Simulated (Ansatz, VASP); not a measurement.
Two plane-wave programs on Re

The input INCAR:

```
PREC = Accurate
ENCUT = 520
EDIFF = 1E-8
ISMEAR = -1
SIGMA = 0.05
LREAL = False
LASPH = True
NELM = 80
ALGO = Normal
ISIF = 2
LWAVE = False
LCHARG = False
GGA = PS
LEFG = True
NBANDS = 14
```

KPOINTS

```
Automatic mesh
0
Gamma
  18 18 10
```

File POSCAR:

```
Re
1.0
    2.6115486478      0.0000000000      0.0000000000
   -1.3057743239      2.2616674722      0.0000000000
    0.0000000000      0.0000000000      4.1758273441
Re
2
Direct
    0.3333333333      0.6666666667      0.2500000000
    0.6666666667      0.3333333333      0.7500000000
```

Input for Ansatz:

```yaml
crystal:
  lattice:
    - [2.6115486478, 0.0, 0.0]
    - [-1.3057743239, 2.2616674722, 0.0]
    - [0.0, 0.0, 4.1758273441]
  atoms:
    - { symbol: Re, position: [0.3333333333, 0.6666666667, 0.25] }
    - { symbol: Re, position: [0.6666666667, 0.3333333333, 0.75] }
kpoints:
  mp_grid: { grid: [18, 18, 10] }
scf:
  occupations: { method: fermi_dirac, width: 0.05 }
hamiltonian:
  xc: pbesol
  pseudopotentials: { kind: paw }
output:
  forces: true
  stress: true
  eigenvalues: true
  efg: { contact_densities: true }
```

Change from the starting cell: volume scaled by 1.01, PAW files.

Alike in both runs: task electric field gradients; functional PBEsol; k mesh 18 × 18 × 10; occupations fermi-dirac, width 0.05 eV; no spin polarisation.

|  | VASP | Ansatz |
| --- | --- | --- |
| version | VASP 6.6.1 | Ansatz 0.2.0 |
| potentials or method | VASP PAW PBE potentials, release 64 (Re) | PAW with Ansatz's default frozen-core files, scalar-relativistic |
| plane-wave cutoff (eV) | 520 | 420 |
| valence electrons in the cell | 14 | 30 |

```csv
,VASP,Ansatz,Ansatz less VASP
pressure (GPa),95.7,92.7,-3.01
"traceless stress, the component that is largest in VASP (GPa)",5.36,5.43,+0.074
size of Vzz on the site where it differs most (V/Å²),108.3,88.6,-19.69
```

VASP's potentials were made for PBE, not for PBEsol. Both programs put the cell under a high pressure, so it lies far from rest at this level. VASP's potentials hold 14 valence electrons a cell and Ansatz's 30, so a difference there can come from the potentials and not from the codes.

Neither program's run includes spin-orbit coupling. Noted on VASP's run: the cell as given lies far from equilibrium.
